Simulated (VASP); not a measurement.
Wanted: the native input for a VASP 6.6.1 run.

| Property | Result |
| --- | --- |
| Task | relaxation of cell and atoms |
| Functional | PBE |
| Potentials or basis | VASP PAW PBE potentials, release 64 (Hf_pv) |
| Cutoff | 600 eV |
| k mesh | 19 × 19 × 19 |
| Occupations | fermi-dirac, width 0.08 eV |
| Spin | no spin polarisation |
| Target pressure | 430 GPa |
| Dipole correction | no |
| Further INCAR settings | ALGO = Normal; EDIFF = 1e-06; IBRION = 2; EDIFFG = -0.005; NSW = 60; ISIF = 3 |

The structure of Hf lies in POSCAR:

```
Hf
1.0
   -2.0488184146      2.0488184146      1.1268501280
    2.0488184146     -2.0488184146      1.1268501280
    2.0488184146      2.0488184146     -1.1268501280
Hf
2
Direct
   -0.3750000000     -0.1250000000     -0.2500000000
    0.3750000000      0.1250000000      0.2500000000
```

One way to write it, as run:

INCAR

```
SYSTEM = Hf
ALGO = Normal
EDIFF = 1E-6
EDIFFG = -0.005
ENCUT = 600
GGA = PE
IBRION = 2
ISIF = 3
ISMEAR = -1
LASPH = .TRUE.
LCHARG = .FALSE.
LREAL = .FALSE.
LWAVE = .FALSE.
NELM = 60
NSW = 60
PREC = Accurate
PSTRESS = 4300.0
SIGMA = 0.08
```

KPOINTS

```
k-points
0
G
  19 19 19
  0 0 0
```

Potentials or basis: VASP PAW PBE potentials, release 64 (Hf_pv).

Launch:

```sh
$ cat potpaw_PBE.64/Hf_pv/POTCAR > POTCAR
$ mpirun -np 1 vasp_std > vasp.out
```

Results of the run:

```yaml
Relaxed_volume: 9.58 Å³/atom
Relaxed_cell: a = 3.123 Å, b = 3.123 Å, c = 3.123 Å, α = 97.52°, β = 97.52°, γ = 137.59°
Space_group_after_relaxing_to_0.05_Å: I4_1/amd (No. 141)
Energy_change_on_relaxing_the_enthalpy_is_what_falls: -330.0 meV/atom
Ionic_steps: 9
Pressure_after_relaxing: 430.0 GPa
Band_gap_on_the_k_mesh: zero (band 10 reaches 14.01 eV, above the bottom of band 11 at 9.73 eV)
```

Caveat: the cell is relaxed towards a set pressure, so the enthalpy falls and the energy may rise; spin-orbit coupling is left out, which moves the levels of the heavy elements.

Run time: 6.2 min on 1 thread of Intel(R) Xeon(R) 6975P-C (Granite Rapids) (shared host), peak memory 0.31 GiB.
